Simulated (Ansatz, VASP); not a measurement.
One calculation of Nb, two programs

INCAR

```
  ALGO = Normal
  EDIFF = 1E-8
  ENCUT = 520
  GGA = PE
  ISIF = 2
  ISMEAR = -1
  LASPH = True
  LCHARG = False
  LEFG = True
  LREAL = False
  LWAVE = False
  NBANDS = 12
  NELM = 100
  PREC = Accurate
  SIGMA = 0.08
```

Contents of KPOINTS:

```
k-points
0
Gamma
  16 16 16
```

File POSCAR:

```
Nb
1.0
   -1.6549121191      1.6549121191      1.6549121191
    1.6549121191     -1.6549121191      1.6549121191
    1.6549121191      1.6549121191     -1.6549121191
Nb
1
Direct
    0.0000000000      0.0000000000      0.0000000000
```

Input for Ansatz:

```yaml
crystal:
  lattice:
    - [-1.6549121191, 1.6549121191, 1.6549121191]
    - [1.6549121191, -1.6549121191, 1.6549121191]
    - [1.6549121191, 1.6549121191, -1.6549121191]
  atoms:
    - { symbol: Nb, position: [0.0, 0.0, 0.0] }
kpoints:
  mp_grid: { grid: [16, 16, 16] }
  band_path:
    path:
      - [0.0, 0.0, 0.0]
      - [0.5, -0.5, 0.5]
      - [0.0, 0.0, 0.5]
      - [0.0, 0.0, 0.0]
      - [0.25, 0.25, 0.25]
      - [0.5, -0.5, 0.5]
      - [0.25, 0.25, 0.25]
      - [0.0, 0.0, 0.5]
    npoints: 8
scf:
  occupations: { method: fermi_dirac, width: 0.08 }
hamiltonian:
  xc: pbe
  pseudopotentials: { kind: paw }
output:
  forces: true
  stress: true
  eigenvalues: true
  efg: { contact_densities: true }
  populations: true
  bader: true
  dos: { projected: true, de: 0.2, e_range: [-14, 8] }
  write_density: true
  write_potential: true
  elf: true
  volumetric_format: npy
```

Alike in both runs: task electric field gradients; functional PBE; k mesh 16 × 16 × 16; occupations fermi-dirac, width 0.08 eV; no spin polarisation.

|  | VASP | Ansatz |
| --- | --- | --- |
| version | VASP 6.6.1 | Ansatz 0.2.0 |
| potentials or method | VASP PAW PBE potentials, release 64 (Nb_sv) | PAW with Ansatz's default frozen-core files, scalar-relativistic |
| plane-wave cutoff (eV) | 520 | 420 |
| valence electrons in the cell | 13 | 13 |

```tsv
	VASP	Ansatz	Ansatz less VASP
pressure (GPa)	-0.3	0.0	+0.32
```

The functional is the same, so the differences come from potentials, cutoffs and numerics.
